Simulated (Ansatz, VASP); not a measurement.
**Two plane-wave programs on ZnS**

```
Zn S
1.0
     1.05755    3.32373    3.32373
     3.32373    1.05755    3.32373
     3.32373    3.32373    1.05755
Zn S
1 1
Direct
  0.00000 0.00000 0.00000
  0.75000 0.75000 0.75000
```

Alike in both runs: task single point; functional PBE; k mesh 10 × 10 × 10; occupations gaussian, width 0.05 eV; no spin polarisation.

```csv
,VASP,Ansatz
version,VASP 6.6.1,Ansatz 0.2.0
potentials or method,"VASP PAW PBE potentials, release 64 (Zn, S), cutoff 520 eV","scalar-relativistic, plane waves, PAW"
valence electrons in the cell,18,18
```

```tsv
	VASP	Ansatz	Ansatz less VASP
gap on the k mesh at the Fermi level (eV)	none	none	-
pressure (GPa)	20.0	19.8	-0.13
traceless stress, the component that is largest in VASP (GPa)	-10.75	-10.77	-0.024
rms of the force components (eV/Å)	0.673	0.654	-0.0186
```

Atom by atom the forces differ by 0.019 eV/Å (rms over components). A gap of «none» marks a metal or a gap that the smearing closes.
